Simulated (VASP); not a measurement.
Here is a VASP 6.6.1 calculation.

Contents of INCAR:

```
SYSTEM = SiO2
PREC = Accurate
ENCUT = 520
EDIFF = 1E-8
ISMEAR = 1
SIGMA = 0.15
LREAL = Auto
LASPH = .TRUE.
NELM = 100
ALGO = Normal
ISIF = 2
LWAVE = .FALSE.
LCHARG = .FALSE.
GGA = PE
LEFG = .TRUE.
ISYM = 0
NBANDS = 82
```

The input KPOINTS:

```
Automatic mesh
0
G
  4 4 4
  0 0 0
```

The input POSCAR:

```
SiO2
1.0
   -4.2235302601      4.2235302601      4.2235302601
    4.2235302601     -4.2235302601      4.2235302601
    4.2235302601      4.2235302601     -4.2235302601
Si O
8 16
Direct
    0.5000000000      0.0000000000      0.7824953700
    0.2824953700      0.2824953700      0.2824953700
    0.5000000000      0.0000000000      0.2175046300
    0.7175046300      0.7175046300      0.7175046300
    0.7824953700      0.5000000000      0.0000000000
    0.0000000000      0.2175046300      0.5000000000
    0.2175046300      0.5000000000      0.0000000000
    0.0000000000      0.7824953700      0.5000000000
    0.6802250600      0.9302250600      0.7500000000
    0.7500000000      0.6802250600      0.9302250600
    0.8197749400      0.5697749400      0.2500000000
    0.7500000000      0.1802250600      0.4302250600
    0.0697749400      0.2500000000      0.3197749400
    0.5000000000      0.0000000000      0.0000000000
    0.2500000000      0.8197749400      0.5697749400
    0.4302250600      0.7500000000      0.1802250600
    0.3197749400      0.0697749400      0.2500000000
    0.1802250600      0.4302250600      0.7500000000
    0.9302250600      0.7500000000      0.6802250600
    0.5000000000      0.5000000000      0.5000000000
    0.2500000000      0.3197749400      0.0697749400
    0.0000000000      0.5000000000      0.0000000000
    0.0000000000      0.0000000000      0.5000000000
    0.5697749400      0.2500000000      0.8197749400
```

Potentials or basis: VASP PAW PBE potentials, release 64 (Si, O).

Command:

```sh
$ cat potpaw_PBE.64/Si/POTCAR potpaw_PBE.64/O/POTCAR > POTCAR
$ mpirun -np 1 vasp_std > vasp.out
```

Question: Estimate the pressure.

Answer: 5.7 GPa.

Question: Predict the band gap on the k mesh.

Answer: 5.90 eV, indirect (least direct gap 5.97 eV).

Electric field gradients, principal values (V/Å²):
```csv
atom,least,middle,greatest (by size)
1 Si,-2.725,-2.725,5.450
2 Si,-2.725,-2.725,5.450
3 Si,-2.725,-2.725,5.450
4 Si,-2.725,-2.725,5.450
5 Si,-2.725,-2.725,5.450
6 Si,-2.725,-2.725,5.450
7 Si,-2.725,-2.725,5.450
8 Si,-2.725,-2.725,5.450
9 O,-30.103,-58.375,88.478
10 O,-30.103,-58.375,88.478
11 O,-30.103,-58.372,88.474
12 O,-30.103,-58.372,88.474
13 O,-30.103,-58.375,88.478
14 O,-46.137,-46.154,92.291
15 O,-30.103,-58.372,88.474
16 O,-30.103,-58.372,88.474
17 O,-30.103,-58.375,88.478
18 O,-30.103,-58.372,88.474
19 O,-30.103,-58.375,88.478
20 O,-46.137,-46.137,92.274
21 O,-30.103,-58.375,88.478
22 O,-46.137,-46.154,92.292
23 O,-46.137,-46.154,92.292
24 O,-30.103,-58.372,88.474
```

Caveat: without QUAD_EFG the Cq values of the log hold for a quadrupole moment of 1 mb, not for the nuclei. A k mesh can miss the band edges.
